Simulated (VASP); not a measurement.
A run of VASP 6.6.1 is set up as follows.

File POSCAR:

```
Mg
1.0
    3.1768261656      0.0000000000      0.0000000000
   -1.5884130828      2.7512121628      0.0000000000
    0.0000000000      0.0000000000     10.3188620100
Mg
4
Direct
    0.6666666667      0.3333333333      0.7500000000
    0.0000000000      0.0000000000      0.5000000000
    0.3333333333      0.6666666667      0.2500000000
    0.0000000000      0.0000000000      0.0000000000
```

File INCAR.step1:

```
PREC = Accurate ; ENCUT = 520
EDIFF = 1E-5 ; ISMEAR = -1
SIGMA = 0.05 ; LREAL = False
LASPH = True ; NELM = 80
ALGO = Normal ; ISIF = 2
LWAVE = True ; LCHARG = False
NBANDS = 12 ; GGA = PE
```

INCAR.step2

```
PREC = Accurate ; ENCUT = 520
EDIFF = 1E-7 ; ISMEAR = -1
SIGMA = 0.05 ; LREAL = False
LASPH = True ; NELM = 80
ALGO = Normal ; ISIF = 2
LWAVE = False ; LCHARG = False
METAGGA = R2SCAN ; LHFCALC = True
AEXX = 0.25 ; LMIXTAU = True
PRECFOCK = Normal ; NBANDS = 12
ISTART = 1
```

The input KPOINTS:

```
regular mesh
0
Gamma
  6 6 2
```

Potentials or basis: VASP PAW PBE potentials, release 64 (Mg).

The run is started by

```bash
$ cat potpaw_PBE.64/Mg/POTCAR > POTCAR
$ cp INCAR.step1 INCAR
$ mpirun -np 1 vasp_std > vasp.out
$ cp INCAR.step2 INCAR
$ mpirun -np 1 vasp_std > vasp.out
```

(1) Estimate the band gap on the k mesh.

(2) What does it give for the pressure?

Answers

(1) zero (bands 4 and 5 overlap by 2.18 eV).

(2) 0.0 GPa.

Caveat: the k points lie up to 0.38 Å⁻¹ apart, too coarse for converged energies and pressures of a metal; the PAW data sets were made with another functional, which shifts forces and pressure a little.
